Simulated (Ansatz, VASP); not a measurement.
Given: the input of a run of Ansatz 0.2.0 on Si2Ni.

Contents of input.yaml:

```yaml
crystal:
  lattice:
    - [0.0, 2.703, 2.703]
    - [2.703, 0.0, 2.703]
    - [2.703, 2.703, 0.0]
  atoms:
    - { symbol: Ni, position: [0.0, 0.0, 0.0], spin: 1.0 }
    - { symbol: Si, position: [0.75, 0.75, 0.75] }
    - { symbol: Si, position: [0.25, 0.25, 0.25] }
hamiltonian:
  xc: pbe
  pseudopotentials: { kind: paw }
magnetization:
  spin_polarized: true
kpoints:
  mp_grid: { grid: [9, 9, 9] }
scf:
  occupations: { method: gaussian, width: 0.023 }
output:
  forces: true
  stress: true
  eigenvalues: true
```

Potentials or basis: Ansatz PAW.

Launch:

```bash
$ ansatz run input.yaml --threads 2 --pin off --max-ram 5632MiB --backend cpu --events-out ev --progress --plain --runs-dir out
```

Problem. Translate it to VASP 6.6.1. Potentials there: VASP PAW PBE potentials, release 64 (Ni, Si).

Solution. As run (the cutoff follows the program's own potentials):

The input INCAR:

```
SYSTEM = Si2Ni
ALGO = Normal ; EDIFF = 1E-6
ENCUT = 520 ; GGA = PE
ISIF = 2 ; ISMEAR = 0
ISPIN = 2 ; LASPH = .True.
LCHARG = .False. ; LMAXMIX = 4
LORBIT = 11 ; LREAL = .False.
LWAVE = .False. ; MAGMOM = 1 0 0
NBANDS = 20 ; NELM = 150
PREC = Accurate ; SIGMA = 0.023
```

KPOINTS

```
k-points
0
Gamma
  9 9 9
  0 0 0
```

Contents of POSCAR:

```
Si2Ni
1.0
    0.0000000000      2.7030000000      2.7030000000
    2.7030000000      0.0000000000      2.7030000000
    2.7030000000      2.7030000000      0.0000000000
Ni Si
1 2
Direct
    0.0000000000      0.0000000000      0.0000000000
    0.7500000000      0.7500000000      0.7500000000
    0.2500000000      0.2500000000      0.2500000000
```

Potentials or basis: VASP PAW PBE potentials, release 64 (Ni, Si).

The run is started by

```bash
$ cat potpaw_PBE.64/Ni/POTCAR potpaw_PBE.64/Si/POTCAR > POTCAR
$ mpirun -np 1 vasp_std > vasp.out
```

Both were run:

|  | VASP | Ansatz | Ansatz less VASP |
| --- | --- | --- | --- |
| gap on the k mesh at the Fermi level (eV) | none | none | - |
| pressure (GPa) | 3.8 | 4.0 | +0.16 |
| net moment per atom (μB) | 0.00 | 0.00 | 0.000 |

A gap of «none» marks a metal or a gap that the smearing closes. The functional is the same, so the differences come from potentials, cutoffs and numerics. VASP's potentials hold 18 valence electrons a cell and Ansatz's 26, so a difference there can come from the potentials and not from the codes.
